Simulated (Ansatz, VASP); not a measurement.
# CdSe: VASP beside Ansatz

```
Cd Se
1.0
     0.00000    3.03681    3.03681
     3.03681    0.00000    3.03681
     3.03681    3.03681    0.00000
Cd Se
1 1
Direct
  0.00000 0.00000 0.00000
  0.75000 0.75000 0.75000
```

Alike in both runs: task single point; functional r2SCAN; k mesh 6 × 6 × 6; no spin polarisation.

|  | VASP | Ansatz |
| --- | --- | --- |
| version | VASP 6.6.1 | Ansatz 0.2.0 |
| potentials or method | VASP PAW PBE potentials, release 64 (Cd, Se) | plane waves, PAW |
| plane-wave cutoff (eV) | 550 | 500 |
| occupations | gaussian, width 0.01 eV | fixed |
| valence electrons in the cell | 18 | 36 |

```csv
,VASP,Ansatz,Ansatz less VASP
gap on the k mesh at the Fermi level (eV),1.09,1.10,+0.009
pressure (GPa),1.9,1.6,-0.26
```

VASP's potentials were made for PBE, not for r2SCAN. VASP's potentials hold 18 valence electrons a cell and Ansatz's 36, so a difference there can come from the potentials and not from the codes.
